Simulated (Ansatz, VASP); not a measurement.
# One calculation of P, two programs

Contents of INCAR:

```
SYSTEM = P
ALGO = Normal
EDIFF = 1E-6
ENCUT = 400
GGA = PE
GGA_COMPAT = .False.
ISIF = 2
ISMEAR = 0
IVDW = 12
LASPH = .True.
LCHARG = .False.
LREAL = .False.
LWAVE = .False.
NBANDS = 54
NELM = 120
PREC = Accurate
SIGMA = 0.1
```

Contents of KPOINTS:

```
k-points
0
Gamma
  5 5 5
  0 0 0
```

Contents of POSCAR:

```
P
1.0
    6.3600800000     -0.5526810000     -0.0488190000
   -0.4301210000      6.8618340000      0.1217280000
   -0.0003770000      0.1013280000      6.4675970000
P
16
Direct
    0.0565963777      0.0808998822      0.6943069912
    0.4584313069      0.6695068531      0.3472260785
    0.9218709197      0.8913587355      0.2153733336
    0.9744329756      0.5507537538      0.5478706610
    0.1119860328      0.4280444974      0.0649590014
    0.3430019819      0.7538179355      0.0316753767
    0.9350708668      0.8177741146      0.8894670135
    0.7555442641      0.1544728655      0.1909660655
    0.7600091731      0.5654218402      0.2686283768
    0.4030190196      0.0659469766      0.1436016160
    0.3149179459      0.2553188337      0.8878058676
    0.2170197797      0.3978572603      0.3916535234
    0.4287336672      0.8879876839      0.5908602214
    0.8259999835      0.2903887306      0.7470590783
    0.5897983004      0.6988307454      0.8058223241
    0.6053644545      0.1924200618      0.4900872037
```

Input for Ansatz:

```yaml
crystal:
  lattice:
    - [6.36008, -0.552681, -0.048819]
    - [-0.430121, 6.861834, 0.121728]
    - [-0.000377, 0.101328, 6.467597]
  atoms:
    - { symbol: P, position: [0.0565963777, 0.0808998822, 0.6943069912] }
    - { symbol: P, position: [0.4584313069, 0.6695068531, 0.3472260785] }
    - { symbol: P, position: [0.9218709197, 0.8913587355, 0.2153733336] }
    - { symbol: P, position: [0.9744329756, 0.5507537538, 0.547870661] }
    - { symbol: P, position: [0.1119860328, 0.4280444974, 0.0649590014] }
    - { symbol: P, position: [0.3430019819, 0.7538179355, 0.0316753767] }
    - { symbol: P, position: [0.9350708668, 0.8177741146, 0.8894670135] }
    - { symbol: P, position: [0.7555442641, 0.1544728655, 0.1909660655] }
    - { symbol: P, position: [0.7600091731, 0.5654218402, 0.2686283768] }
    - { symbol: P, position: [0.4030190196, 0.0659469766, 0.143601616] }
    - { symbol: P, position: [0.3149179459, 0.2553188337, 0.8878058676] }
    - { symbol: P, position: [0.2170197797, 0.3978572603, 0.3916535234] }
    - { symbol: P, position: [0.4287336672, 0.8879876839, 0.5908602214] }
    - { symbol: P, position: [0.8259999835, 0.2903887306, 0.7470590783] }
    - { symbol: P, position: [0.5897983004, 0.6988307454, 0.8058223241] }
    - { symbol: P, position: [0.6053644545, 0.1924200618, 0.4900872037] }
basis:
  ecutwfc: 420
kpoints:
  mp_grid: { grid: [5, 5, 5] }
hamiltonian:
  xc: pbe
  dispersion: d3bj
scf:
  occupations: { method: gaussian, width: 0.1 }
  n_extra_bands: 8
output:
  forces: true
  stress: true
  eigenvalues: true
  populations: true
  dos:
    method: { smearing: { sigma: 0.1, scheme: gaussian } }
    projected: true
    de: 0.02
  write_density: true
  write_potential: true
  elf: true
  volumetric_format: npy
```

Alike in both runs: task single point; functional PBE; dispersion D3(BJ); k mesh 5 × 5 × 5; occupations gaussian, width 0.1 eV; no spin polarisation.

|  | VASP | Ansatz |
| --- | --- | --- |
| version | VASP 6.6.1 | Ansatz 0.2.0 |
| potentials or method | VASP PAW PBE potentials, release 64 (P), cutoff 400 eV | scalar-relativistic, plane waves, PAW |
| valence electrons in the cell | 80 | 80 |

VASP gave:

| Item | Value |
| --- | --- |
| gap on the k mesh at the Fermi level (eV) | none |
| rms of the force components (eV/Å) | 0.043 |

Q: Which values does Ansatz return?

A: gap on the k mesh at the Fermi level (eV): none; rms of the force components (eV/Å): 0.029.

Atom by atom the forces differ by 0.028 eV/Å (rms over components). A gap of «none» marks a metal or a gap that the smearing closes.
